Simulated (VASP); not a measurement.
Wanted: the native input for a VASP 6.6.1 run.

* Task: single point
* Functional: r2SCAN
* Potentials or basis: VASP PAW PBE potentials, release 64 (B)
* Cutoff: 520 eV
* k mesh: 19 × 19 × 19
* Occupations: fermi-dirac, width 0.1 eV
* Spin: no spin polarisation
* Dipole correction: no
* Further INCAR settings: ALGO = Normal; EDIFF = 1e-06; NBANDS = 8

B:

```xyz
1
Lattice="1.9335 0.0000 0.0000 0.0000 1.9335 0.0000 0.0000 0.0000 1.9335" Properties=species:S:1:pos:R:3 pbc="T T T"
B     0.0000    0.0000    0.0000
```

This cell differs from its parent crystal: volume scaled by 1.08.

These files were run (other wordings do the same):

POSCAR

```
B
1.0
    1.9334569882      0.0000000000      0.0000000000
    0.0000000000      1.9334569882      0.0000000000
    0.0000000000      0.0000000000      1.9334569882
B
1
Direct
    0.0000000000      0.0000000000      0.0000000000
```

INCAR.step1

```
SYSTEM = B
ALGO = Normal
EDIFF = 1E-4
ENCUT = 520
GGA = PE
ISMEAR = -1
LASPH = .TRUE.
LCHARG = .FALSE.
LREAL = .FALSE.
LWAVE = .TRUE.
NBANDS = 8
NELM = 100
PREC = Accurate
SIGMA = 0.1
```

INCAR.step2

```
SYSTEM = B
ALGO = Normal
EDIFF = 1E-6
ENCUT = 520
ISIF = 2
ISMEAR = -1
ISTART = 1
LASPH = .TRUE.
LCHARG = .FALSE.
LMIXTAU = .TRUE.
LREAL = .FALSE.
LWAVE = .FALSE.
METAGGA = R2SCAN
NBANDS = 8
NELM = 100
PREC = Accurate
SIGMA = 0.1
```

KPOINTS

```
k-points
0
G
  19 19 19
  0 0 0
```

Potentials or basis: VASP PAW PBE potentials, release 64 (B).

The run is started by

```console
$ cat potpaw_PBE.64/B/POTCAR > POTCAR
$ cp INCAR.step1 INCAR
$ mpirun -np 1 vasp_std > vasp.out
$ cp INCAR.step2 INCAR
$ mpirun -np 1 vasp_std > vasp.out
```

It gave:

```
Pressure : -15.4 GPa
```

Caveat: the PAW data sets were made with another functional, which shifts forces and pressure a little.

Run time: 14 s on 1 thread of Intel(R) Xeon(R) Platinum 8259CL CPU @ 2.50GHz (Skylake/Cascade Lake) (shared host), peak memory 0.11 GiB.
